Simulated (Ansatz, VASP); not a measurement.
## Two plane-wave programs on Cd3O2

```
Cd O
1.0
    -2.35820    2.35820    4.33500
     2.35820   -2.35820    4.33500
     2.35820    2.35820   -4.33500
Cd O
3 2
Direct
  0.75000 0.25000 0.50000
  0.25000 0.75000 0.50000
  0.50000 0.50000 0.00000
  0.50000 0.00000 0.50000
  0.00000 0.50000 0.50000
```

Alike in both runs: functional PBE; k mesh 4 × 4 × 4; occupations gaussian, width 0.2 eV; no spin polarisation.

Ansatz relaxed the structure, and its values are those at the end. VASP's run is a single point on that final structure, the one shown.

|  | VASP | Ansatz |
| --- | --- | --- |
| version | VASP 6.6.1 | Ansatz 0.2.0 |
| potentials or method | VASP PAW PBE potentials, release 64 (Cd, O), cutoff 600 eV | scalar-relativistic, plane waves, PAW |
| valence electrons in the cell | 48 | 72 |

|  | VASP | Ansatz | Ansatz less VASP |
| --- | --- | --- | --- |
| gap on the k mesh at the Fermi level (eV) | none | none | - |
| pressure (GPa) | 0.7 | 0.1 | -0.66 |

A gap of «none» marks a metal or a gap that the smearing closes. With one functional, cell and mesh, what is left measures potentials, basis and numerics. VASP's potentials hold 48 valence electrons a cell and Ansatz's 72, so a difference there can come from the potentials and not from the codes.

The k mesh is coarse, so the values compare programs but aren't converged.
